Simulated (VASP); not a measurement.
A run of VASP 6.6.1:

The input INCAR:

```
SYSTEM = Mo
ALGO = Normal ; EDIFF = 1E-7
EDIFFG = -0.01 ; ENCUT = 600
GGA = PE ; IBRION = 2
ISIF = 3 ; ISMEAR = -1
LASPH = .True. ; LCHARG = .False.
LREAL = .False. ; LWAVE = .False.
NELM = 80 ; NSW = 80
PREC = Accurate ; SIGMA = 0.1
```

The input KPOINTS:

```
k-points
0
Gamma
  5 5 5
  0 0 0
```

Contents of POSCAR:

```
Mo
1.0
    4.9960273309      0.0000000000      0.0000000000
    0.0000000000      4.9960273309      0.0000000000
    0.0000000000      0.0000000000      4.9960273309
Mo
8
Direct
    0.0000000000      0.0000000000      0.0000000000
    0.5000000000      0.5000000000      0.5000000000
    0.2500000000      0.0000000000      0.5000000000
    0.7500000000      0.0000000000      0.5000000000
    0.5000000000      0.2500000000      0.0000000000
    0.5000000000      0.7500000000      0.0000000000
    0.0000000000      0.5000000000      0.2500000000
    0.0000000000      0.5000000000      0.7500000000
```

Potentials or basis: VASP PAW PBE potentials, release 64 (Mo_sv).

The run is started by

```console
$ cat potpaw_PBE.64/Mo_sv/POTCAR > POTCAR
$ mpirun -np 1 vasp_std > vasp.out
```

Hardware: 1 thread of Intel(R) Xeon(R) Platinum 8559C (Emerald Rapids), on a shared host.

Q: How long does it take, and how much memory?

A: Run time: 4.2 min on 1 thread of Intel(R) Xeon(R) Platinum 8559C (Emerald Rapids), on a shared host, peak memory 0.28 GiB. Counts: scf iterations 47, k points 10, ion steps 4.
